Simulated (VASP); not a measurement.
# BaO (Fm-3m) in VASP: further runs

Runs on BaO. Level: PBE. Tasks: electric field gradients.

Everything below comes from runs of VASP 6.6.1. Logs are shortened: lines on timing, memory, paths and dates and some standing lists are left out, and cuts for length are marked.

## Step 1: The cell of the first run

It takes space group Fm-3m (No. 225, cubic). Conventional cell: a = 5.608 Å, b = 5.608 Å, c = 5.608 Å, α = 90.00°, β = 90.00°, γ = 90.00°. Ba (site symmetry m-3m) has 6 O at 2.80 Å within 3.7 Å. Within 3.7 Å of O (site symmetry m-3m) lie 6 Ba at 2.80 Å.

## Step 2: Electric field gradients, PBE (22.04 Å³/atom)

INCAR

```
SYSTEM = BaO
PREC = Accurate ; ENCUT = 520
EDIFF = 1E-8 ; ISMEAR = -1
SIGMA = 0.02 ; LREAL = .False.
LASPH = .True. ; NELM = 120
ALGO = Normal ; ISIF = 2
LWAVE = .False. ; LCHARG = .False.
GGA = PE ; LEFG = .True.
NBANDS = 15 ; GGA_COMPAT = .False.
```

KPOINTS

```
regular mesh
0
Gamma
  8 8 8
  0 0 0
```

POSCAR

```
BaO
1.0
    0.0000000000      2.8039352617      2.8039352617
    2.8039352617      0.0000000000      2.8039352617
    2.8039352617      2.8039352617      0.0000000000
Ba O
1 1
Direct
    0.0000000000      0.0000000000      0.0000000000
    0.5000000000      0.5000000000      0.5000000000
```

Potentials or basis: VASP PAW PBE potentials, release 64 (Ba_sv, O).

Launch:

```console
> cat potpaw_PBE.64/Ba_sv/POTCAR potpaw_PBE.64/O/POTCAR > POTCAR
> mpirun -np 1 vasp_std > vasp.out
```

OUTCAR:

```text
SYSTEM = BaO
   PREC = Accurate
   ENCUT = 520
   EDIFF = 1E-8
   ISMEAR = -1
   LREAL = .False.
   LASPH = .True.
   NELM = 120
   ISIF = 2
   GGA = PE

 ion  position               nearest neighbor table
   1  0.000  0.000  0.000-   2 2.80   2 2.80   2 2.80   2 2.80   2 2.80   2 2.80
   2  0.500  0.500  0.500-   1 2.80   1 2.80   1 2.80   1 2.80   1 2.80   1 2.80

  LATTYP: Found a face centered cubic cell.
 ALAT       =     5.6078705234

  Lattice vectors:

 A1 = (   0.0000000000,   2.8039352617,   2.8039352617)
 A2 = (   2.8039352617,   0.0000000000,   2.8039352617)
 A3 = (   2.8039352617,   2.8039352617,   0.0000000000)

Analysis of symmetry for initial positions (statically):
=====================================================================
 Subroutine PRICEL returns:
 Original cell was already a primitive cell.

 Routine SETGRP: Setting up the symmetry group for a
 face centered cubic supercell.

 Subroutine GETGRP returns: Found 48 space group operations
 (whereof 48 operations were pure point group operations)
 out of a pool of 48 trial point group operations.

The static configuration has the point symmetry O_h .

Analysis of symmetry for dynamics (positions and initial velocities):
=====================================================================
 Subroutine PRICEL returns:
 Original cell was already a primitive cell.

 Routine SETGRP: Setting up the symmetry group for a
 face centered cubic supercell.

 Subroutine GETGRP returns: Found 48 space group operations
 (whereof 48 operations were pure point group operations)
 out of a pool of 48 trial point group operations.

The dynamic configuration has the point symmetry O_h .

 Subroutine INISYM returns: Found 48 space group operations
 (whereof 48 operations are pure point group operations),
 and found     1 'primitive' translations

----------------------------------------------------------------------------------------

                                     Primitive cell

  volume of cell :      44.0894

  direct lattice vectors                    reciprocal lattice vectors
     0.000000000  2.803935262  2.803935262    -0.178320807  0.178320807  0.178320807
     2.803935262  0.000000000  2.803935262     0.178320807 -0.178320807  0.178320807
     2.803935262  2.803935262  0.000000000     0.178320807  0.178320807 -0.178320807

[... 136 lines left out ...]
 Fermi energy:         2.0530165920

 k-point     1 :       0.0000    0.0000    0.0000
  band No.  band energies     occupation
      1     -24.2929      2.00000
      2     -13.2839      2.00000
      3      -8.8728      2.00000
      4      -8.8728      2.00000
      5      -8.8728      2.00000
      6       1.3753      2.00000
      7       1.3753      2.00000
      8       1.3753      2.00000
      9       5.0140      0.00000
     10       6.3240      0.00000
     11       6.3240      0.00000
     12       6.3240      0.00000
     13       8.4980      0.00000
     14       8.4980      0.00000
[... 401 lines left out ...]
      2     -13.7700      2.00000
      3      -9.4324      2.00000
      4      -9.4277      2.00000
      5      -8.9789      2.00000
      6       0.2282      2.00000
      7       0.7871      2.00000
      8       0.8584      2.00000
      9       6.4507      0.00000
     10       7.0426      0.00000
     11       9.2619      0.00000
     12       9.3497      0.00000
     13      11.4432      0.00000
     14      13.1150      0.00000
     15      13.4445      0.00000

 [... further k-points ...]

------------------------ aborting loop because EDIFF is reached ----------------------------------------

  FORCE on cell =-STRESS in cart. coord.  units (eV):
  Direction    XX          YY          ZZ          XY          YZ          ZX
  --------------------------------------------------------------------------------------
  -------------------------------------------------------------------------------------
  Total        0.0683285      0.0683285      0.0683285     -0.0000000      0.0000000     -0.0000000
  in kB        2.4830111      2.4830111      2.4830111     -0.0000000      0.0000000     -0.0000000
  external PRESSURE =       2.4830111 kB  Pullay stress =       0.0000000 kB

 VOLUME and BASIS-vectors are now :
 -----------------------------------------------------------------------------
  energy-cutoff  :      520.00
  volume of cell :       44.09
      direct lattice vectors                 reciprocal lattice vectors
     0.000000000  2.803935262  2.803935262    -0.178320807  0.178320807  0.178320807
     2.803935262  0.000000000  2.803935262     0.178320807 -0.178320807  0.178320807
     2.803935262  2.803935262  0.000000000     0.178320807  0.178320807 -0.178320807

 POSITION                                       TOTAL-FORCE (eV/Angst)
 -----------------------------------------------------------------------------------
      0.00000      0.00000      0.00000         0.000000     -0.000000      0.000000
      2.80394      2.80394      2.80394        -0.000000      0.000000     -0.000000
 -----------------------------------------------------------------------------------
    total drift:                                0.000000      0.000000      0.000000

  FREE ENERGIE OF THE ION-ELECTRON SYSTEM (eV)
  ---------------------------------------------------
  free  energy   TOTEN  =       -11.8094693699 eV

  energy  without entropy=      -11.8094693699  energy(sigma->0) =      -11.80946937

 Electric field gradients (V/A^2)
---------------------------------------------------------------------
 ion       V_xx      V_yy      V_zz      V_xy      V_xz      V_yz
---------------------------------------------------------------------
   1       0.000     0.000    -0.000    -0.000    -0.000    -0.000
   2       0.000     0.000     0.000     0.001     0.001     0.001
---------------------------------------------------------------------

 Electric field gradients after diagonalization (V/A^2)
 (convention: |V_zz| > |V_xx| > |V_yy|)
----------------------------------------------------------------------
 ion       V_xx      V_yy      V_zz     asymmetry (V_yy - V_xx)/ V_zz
----------------------------------------------------------------------
   1       0.000     0.000    -0.000       0.000
   2      -0.001    -0.001     0.002       0.000
----------------------------------------------------------------------

           NMR quadrupolar parameters

 Cq : quadrupolar parameter    Cq=e*Q*V_zz/h
 eta: asymmetry parameters     (V_yy - V_xx)/ V_zz
 Q  : nuclear electric quadrupole moment in mb (millibarn)
----------------------------------------------------------------------
 ion       Cq(MHz)       eta       Q (mb)
----------------------------------------------------------------------
   1      -0.000       0.000       1.000
   2       0.000       0.000       1.000
----------------------------------------------------------------------
```

Wall time 12 s (1 thread of Intel Xeon 6975P-C (Granite Rapids), shared host); peak memory 0.17 GiB.

What came out:

| Property | Result |
| --- | --- |
| Free energy | -11.8095 eV |
| Pressure | 0.2 GPa |
| Band gap on the k mesh | 2.09 eV |
| Largest electric field gradient by atom | zero within the noise of the run |

Levels at points of the mesh, in eV from the valence-band top:
```tsv
k point	band 6	band 7	band 8	band 9	band 10	band 11
(0.00, 0.00, 0.00)	-0.25	-0.25	-0.25	3.39	4.70	4.70
(0.50, 0.00, 0.00)	-1.85	-1.31	-1.31	4.89	7.05	7.05
(0.50, 0.50, 0.00)	-0.10	-0.10	0.00	2.09	5.83	8.72
```

Caveat: spin-orbit coupling is left out, which moves the levels of the heavy elements.

## Step 3: Electric field gradients, PBE (19.55 Å³/atom)

This run uses another cell than the first one, of 19.55 Å³/atom.

INCAR

```
SYSTEM = BaO
PREC = Accurate
ENCUT = 520
EDIFF = 1E-8
ISMEAR = -1
SIGMA = 0.02
LREAL = .False.
LASPH = .True.
NELM = 120
ALGO = Normal
ISIF = 2
LWAVE = .False.
LCHARG = .False.
GGA = PE
LEFG = .True.
NBANDS = 15
GGA_COMPAT = .False.
```

KPOINTS is that of step 2.

POSCAR

```
BaO
1.0
    0.0000000000      2.6938617990      2.6938617990
    2.6938617990      0.0000000000      2.6938617990
    2.6938617990      2.6938617990      0.0000000000
Ba O
1 1
Direct
    0.0000000000      0.0000000000      0.0000000000
    0.5000000000      0.5000000000      0.5000000000
```

Potentials or basis: VASP PAW PBE potentials, release 64 (Ba_sv, O).

Launch:

```console
> cat potpaw_PBE.64/Ba_sv/POTCAR potpaw_PBE.64/O/POTCAR > POTCAR
> mpirun -np 1 vasp_std > vasp.out
```

OUTCAR:

```text
SYSTEM = BaO
   PREC = Accurate
   ENCUT = 520
   EDIFF = 1E-8
   ISMEAR = -1
   LREAL = .False.
   LASPH = .True.
   NELM = 120
   ISIF = 2
   GGA = PE

 ion  position               nearest neighbor table
   1  0.000  0.000  0.000-   2 2.69   2 2.69   2 2.69   2 2.69   2 2.69   2 2.69
   2  0.500  0.500  0.500-   1 2.69   1 2.69   1 2.69   1 2.69   1 2.69   1 2.69

  LATTYP: Found a face centered cubic cell.
 ALAT       =     5.3877235980

  Lattice vectors:

 A1 = (   0.0000000000,   2.6938617990,   2.6938617990)
 A2 = (   2.6938617990,   0.0000000000,   2.6938617990)
 A3 = (   2.6938617990,   2.6938617990,   0.0000000000)

Analysis of symmetry for initial positions (statically):
=====================================================================
 Subroutine PRICEL returns:
 Original cell was already a primitive cell.

 Routine SETGRP: Setting up the symmetry group for a
 face centered cubic supercell.

[... 620 lines left out ...]
      direct lattice vectors                 reciprocal lattice vectors
     0.000000000  2.693861799  2.693861799    -0.185607146  0.185607146  0.185607146
     2.693861799  0.000000000  2.693861799     0.185607146 -0.185607146  0.185607146
     2.693861799  2.693861799  0.000000000     0.185607146  0.185607146 -0.185607146

 POSITION                                       TOTAL-FORCE (eV/Angst)
 -----------------------------------------------------------------------------------
      0.00000      0.00000      0.00000        -0.000000      0.000000      0.000000
      2.69386      2.69386      2.69386         0.000000     -0.000000     -0.000000
 -----------------------------------------------------------------------------------
    total drift:                                0.000000      0.000000      0.000000

  FREE ENERGIE OF THE ION-ELECTRON SYSTEM (eV)
  ---------------------------------------------------
  free  energy   TOTEN  =       -11.6457751246 eV

  energy  without entropy=      -11.6457751246  energy(sigma->0) =      -11.64577512

 Electric field gradients (V/A^2)
---------------------------------------------------------------------
 ion       V_xx      V_yy      V_zz      V_xy      V_xz      V_yz
---------------------------------------------------------------------
   1       0.000     0.000     0.000     0.000     0.000     0.000
   2       0.000     0.000    -0.000     0.004     0.004     0.004
---------------------------------------------------------------------

 Electric field gradients after diagonalization (V/A^2)
 (convention: |V_zz| > |V_xx| > |V_yy|)
----------------------------------------------------------------------
 ion       V_xx      V_yy      V_zz     asymmetry (V_yy - V_xx)/ V_zz
----------------------------------------------------------------------
   1      -0.000    -0.000     0.000       0.000
   2      -0.004    -0.004     0.007       0.000
----------------------------------------------------------------------

           NMR quadrupolar parameters

 Cq : quadrupolar parameter    Cq=e*Q*V_zz/h
 eta: asymmetry parameters     (V_yy - V_xx)/ V_zz
 Q  : nuclear electric quadrupole moment in mb (millibarn)
----------------------------------------------------------------------
 ion       Cq(MHz)       eta       Q (mb)
----------------------------------------------------------------------
   1       0.000       0.000       1.000
   2       0.000       0.000       1.000
----------------------------------------------------------------------
```

Wall time 29 s (1 thread of AMD EPYC 7R13, shared host); peak memory 0.13 GiB.

Results:

| Property | Result |
| --- | --- |
| Free energy | -11.6458 eV |
| Pressure | 11.3 GPa |
| Band gap on the k mesh | 1.65 eV |
| Largest electric field gradient by atom | zero within the noise of the run |

Caveat: the cell stands under pressure; spin-orbit coupling is left out, which moves the levels of the heavy elements.

## Step 4: Electric field gradients, PBE (19.55 Å³/atom)

This run uses another cell than the first one, of 19.55 Å³/atom.

INCAR

```
ALGO = Normal ; EDIFF = 1E-8
ENCUT = 520 ; GGA = PE
GGA_COMPAT = False ; ISIF = 2
ISMEAR = -1 ; LASPH = True
LCHARG = False ; LEFG = True
LREAL = False ; LWAVE = False
NBANDS = 15 ; NELM = 120
PREC = Accurate ; SIGMA = 0.02
```

KPOINTS

```
k-points
0
Gamma
  8 8 8
```

POSCAR is that of step 3.

Potentials or basis: VASP PAW PBE potentials, release 64 (Ba_sv, O).

Launch:

```console
> cat potpaw_PBE.64/Ba_sv/POTCAR potpaw_PBE.64/O/POTCAR > POTCAR
> mpirun -np 1 vasp_std > vasp.out
```

OUTCAR:

```text
EDIFF = 1E-8
   ENCUT = 520
   GGA = PE
   ISIF = 2
   ISMEAR = -1
   LASPH = True
   LREAL = False
   NELM = 120
   PREC = Accurate

 ion  position               nearest neighbor table
   1  0.000  0.000  0.000-   2 2.69   2 2.69   2 2.69   2 2.69   2 2.69   2 2.69
   2  0.500  0.500  0.500-   1 2.69   1 2.69   1 2.69   1 2.69   1 2.69   1 2.69

  LATTYP: Found a face centered cubic cell.
 ALAT       =     5.3877235980

  Lattice vectors:

 A1 = (   0.0000000000,   2.6938617990,   2.6938617990)
 A2 = (   2.6938617990,   0.0000000000,   2.6938617990)
 A3 = (   2.6938617990,   2.6938617990,   0.0000000000)

Analysis of symmetry for initial positions (statically):
=====================================================================
 Subroutine PRICEL returns:
 Original cell was already a primitive cell.

 Routine SETGRP: Setting up the symmetry group for a
 face centered cubic supercell.

[... 620 lines left out ...]
      direct lattice vectors                 reciprocal lattice vectors
     0.000000000  2.693861799  2.693861799    -0.185607146  0.185607146  0.185607146
     2.693861799  0.000000000  2.693861799     0.185607146 -0.185607146  0.185607146
     2.693861799  2.693861799  0.000000000     0.185607146  0.185607146 -0.185607146

 POSITION                                       TOTAL-FORCE (eV/Angst)
 -----------------------------------------------------------------------------------
      0.00000      0.00000      0.00000        -0.000000      0.000000      0.000000
      2.69386      2.69386      2.69386         0.000000     -0.000000     -0.000000
 -----------------------------------------------------------------------------------
    total drift:                                0.000000      0.000000      0.000000

  FREE ENERGIE OF THE ION-ELECTRON SYSTEM (eV)
  ---------------------------------------------------
  free  energy   TOTEN  =       -11.6457751246 eV

  energy  without entropy=      -11.6457751246  energy(sigma->0) =      -11.64577512

 Electric field gradients (V/A^2)
---------------------------------------------------------------------
 ion       V_xx      V_yy      V_zz      V_xy      V_xz      V_yz
---------------------------------------------------------------------
   1       0.000     0.000     0.000     0.000     0.000     0.000
   2       0.000     0.000    -0.000     0.004     0.004     0.004
---------------------------------------------------------------------

 Electric field gradients after diagonalization (V/A^2)
 (convention: |V_zz| > |V_xx| > |V_yy|)
----------------------------------------------------------------------
 ion       V_xx      V_yy      V_zz     asymmetry (V_yy - V_xx)/ V_zz
----------------------------------------------------------------------
   1      -0.000    -0.000     0.000       0.000
   2      -0.004    -0.004     0.007       0.000
----------------------------------------------------------------------

           NMR quadrupolar parameters

 Cq : quadrupolar parameter    Cq=e*Q*V_zz/h
 eta: asymmetry parameters     (V_yy - V_xx)/ V_zz
 Q  : nuclear electric quadrupole moment in mb (millibarn)
----------------------------------------------------------------------
 ion       Cq(MHz)       eta       Q (mb)
----------------------------------------------------------------------
   1       0.000       0.000       1.000
   2       0.000       0.000       1.000
----------------------------------------------------------------------
```

Wall time 26 s (1 thread of AMD EPYC 7R13, shared host); peak memory 0.13 GiB.

Results:

| Property | Result |
| --- | --- |
| Free energy | -11.6458 eV |
| Pressure | 11.3 GPa |
| Band gap on the k mesh | 1.65 eV |
| Largest electric field gradient by atom | zero within the noise of the run |

Caveat: the cell stands under pressure; spin-orbit coupling is left out, which moves the levels of the heavy elements.
